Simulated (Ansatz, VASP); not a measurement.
## Two plane-wave programs on NbSb

```
CELL_PARAMETERS angstrom
0.00000 3.21880 3.21880
3.21880 0.00000 3.21880
3.21880 3.21880 0.00000
ATOMIC_POSITIONS crystal
Nb 0.00000 0.00000 0.00000
Sb 0.25000 0.25000 0.25000
```

Alike in both runs: task single point; functional PBE; k mesh 10 × 10 × 10; occupations gaussian, width 0.05 eV; no spin polarisation.

|  | VASP | Ansatz |
| --- | --- | --- |
| version | VASP 6.6.1 | Ansatz 0.2.0 |
| potentials or method | VASP PAW PBE potentials, release 64 (Nb_sv, Sb), cutoff 500 eV | scalar-relativistic, plane waves, PAW |
| valence electrons in the cell | 18 | 28 |

|  | VASP | Ansatz | Ansatz less VASP |
| --- | --- | --- | --- |
| gap on the k mesh at the Fermi level (eV) | none | none | - |
| pressure (GPa) | -4.1 | -4.0 | +0.06 |

A gap of «none» marks a metal or a gap that the smearing closes. With one functional, cell and mesh, what is left measures potentials, basis and numerics. VASP's potentials hold 18 valence electrons a cell and Ansatz's 28, so a difference there can come from the potentials and not from the codes.

Spin-orbit coupling is off throughout.
